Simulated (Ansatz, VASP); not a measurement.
# Two plane-wave programs on AlGa3N4

```
Al Ga N
1.0
     0.00000   -2.23493   -2.23493
     2.23226    4.46928   -2.23435
     4.46439   -2.23450    2.23450
Al Ga N
1 3 4
Cartesian
  2.2361 0.0000 -2.2350
  2.2171 -2.2372 0.0023
  4.4646 0.0017 -0.0017
  0.0123 0.0008 -0.0008
  5.6086 -1.1376 -1.0974
  1.1441 -1.0902 -1.1448
  3.2978 1.1152 -1.1152
  3.3414 -1.1225 1.1225
```

Alike in both runs: functional PBEsol; k mesh 10 × 10 × 6; occupations gaussian, width 0.02 eV; no spin polarisation.

Ansatz relaxed the structure, and its values are those at the end. VASP's run is a single point on that final structure, the one shown.

```csv
,VASP,Ansatz
version,VASP 6.6.1,Ansatz 0.2.0
potentials or method,"VASP PAW PBE potentials, release 64 (Al, Ga_d, N), cutoff 520 eV","scalar-relativistic, plane waves, PAW"
valence electrons in the cell,62,62
```

|  | VASP | Ansatz | Ansatz less VASP |
| --- | --- | --- | --- |
| gap on the k mesh at the Fermi level (eV) | 2.22 | 2.20 | -0.016 |
| least direct gap on the mesh (eV) | 2.22 | 2.20 | -0.016 |
| pressure (GPa) | -0.2 | 0.0 | +0.18 |
| rms of the force components (eV/Å) | 0.005 | 0.000 | -0.0045 |

VASP's potentials were made for PBE, not for PBEsol, and Ansatz warns of the same on its side.
